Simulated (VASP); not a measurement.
Crystal: Zn3Bi2.

```
Zn Bi
1.0
     3.71453    2.14459    2.95928
    -3.71453    2.14459    2.95928
     0.00000   -4.28917    2.95928
Zn Bi
3 2
Direct
  0.00000 0.50000 0.00000
  0.00000 0.00000 0.50000
  0.50000 0.00000 0.00000
  0.81876 0.81876 0.81876
  0.18124 0.18124 0.18124
```

- Program: VASP 6.6.1
- Task: relaxation of cell and atoms
- Functional: PBE
- Potentials or basis: VASP PAW PBE potentials, release 64 (Zn, Bi_d)
- Cutoff: 600 eV
- k mesh: 3 × 3 × 3
- Occupations: gaussian, width 0.1 eV
- Spin: no spin polarisation

At the start: pressure 38.7 GPa; volume 28.29 Å³/atom.

Problem. How do energy, volume and symmetry change on relaxing?

Solution. Over 42 steps the energy falls by 1907.6 meV/atom and the volume is 32.62 Å³/atom (+15.3 %); space group R-3m (No. 166, to 0.05 Å).

The path:
```
step  energy change (eV)  largest force (eV/Å)  pressure (GPa)  volume (Å³)
   1              0.0000                3.3208           38.70       141.44
   3             -8.4128                0.5701            0.75       227.39
   5             -8.4875                0.8335           -0.71       244.19
   7             -8.7348                0.8572           -0.63       236.64
   9             -8.3266                4.1768            1.95       214.33
  11             -8.9906                0.3446           -0.27       225.66
  13             -9.0039                0.2508           -0.14       222.29
  15             -9.0075                0.6007            1.08       202.51
  17             -9.0220                0.4273            0.47       210.29
  19             -9.0657                0.3843            0.53       202.40
  21             -9.2988                0.7787            1.11       171.94
  23             -9.1928                1.4177            2.16       169.02
  25             -9.2060                1.6041            3.85       147.80
  27             -9.2344                1.6234            3.52       149.56
  29             -9.2504                1.4072            3.57       148.25
  31             -9.3184                1.1848            2.99       150.02
  33             -9.4858                0.5120            1.16       157.18
  35             -9.5345                0.0943           -0.21       165.67
  37             -9.5350                0.1018           -0.13       165.11
  39             -9.5373                0.0694            0.04       163.53
  41             -9.5374                0.0568            0.11       162.92
  42             -9.5379                0.0283            0.07       163.09
```

Final structure:
```
CELL_PARAMETERS angstrom
4.66944 2.69590 2.15921
-4.66944 2.69590 2.15921
0.00000 -5.39180 2.15921
ATOMIC_POSITIONS crystal
Zn 0.00000 0.50000 0.00000
Zn 0.00000 0.00000 0.50000
Zn 0.50000 0.00000 0.00000
Bi 0.74163 0.74163 0.74163
Bi 0.25837 0.25837 0.25837
```

Caveat: the volume moved by over 15 % at a fixed basis, so the end points are rough.
